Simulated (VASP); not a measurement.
A run of VASP 6.6.1 is set up as follows.

The input INCAR:

```
PREC = Accurate ; ENCUT = 600
EDIFF = 1E-7 ; ISMEAR = 0
SIGMA = 0.01 ; LREAL = False
LASPH = True ; NELM = 80
ALGO = Normal ; ISIF = 8
LWAVE = False ; LCHARG = False
IBRION = 2 ; NSW = 80
EDIFFG = -0.02
```

File KPOINTS:

```
Automatic mesh
0
Gamma
  4 4 4
```

Contents of POSCAR:

```
SnTe
1.0
    4.4559750000      0.0000000000      0.0000000000
    2.2279875000      3.8589875486      0.0000000000
    2.2279875000      1.2863291829      3.6382883522
Sn Te
1 1
Direct
    0.0000000000      0.0000000000      0.0000000000
    0.5000000000      0.5000000000      0.5000000000
```

Potentials or basis: VASP PAW LDA potentials, release 64 (Sn_d, Te).

Launch:

```console
$ cat potpaw_LDA.64/Sn_d/POTCAR potpaw_LDA.64/Te/POTCAR > POTCAR
$ mpirun -np 1 vasp_std > vasp.out
```

Estimate the space group after relaxing (to 0.05 Å).

Fm-3m (No. 225).

Predict the band gap on the k mesh.

0.24 eV, direct.

What does it give for the relaxed volume?

29.94 Å³/atom.

Final structure:
```cif
data_structure
_symmetry_space_group_name_H-M 'P 1'
_symmetry_Int_Tables_number 1
_cell_length_a 4.3913
_cell_length_b 4.3913
_cell_length_c 4.3913
_cell_angle_alpha 60.000
_cell_angle_beta 60.000
_cell_angle_gamma 60.000
_cell_volume 59.88
loop_
_atom_site_label
_atom_site_type_symbol
_atom_site_fract_x
_atom_site_fract_y
_atom_site_fract_z
_atom_site_occupancy
Sn1 Sn 0.00000 0.00000 0.00000 1
Te1 Te 0.50000 0.50000 0.50000 1
```

Caveat: the k points lie up to 0.44 Å⁻¹ apart in the final cell; spin-orbit coupling is left out, which moves the levels of the heavy elements. LDA usually gives volumes a few per cent too small.
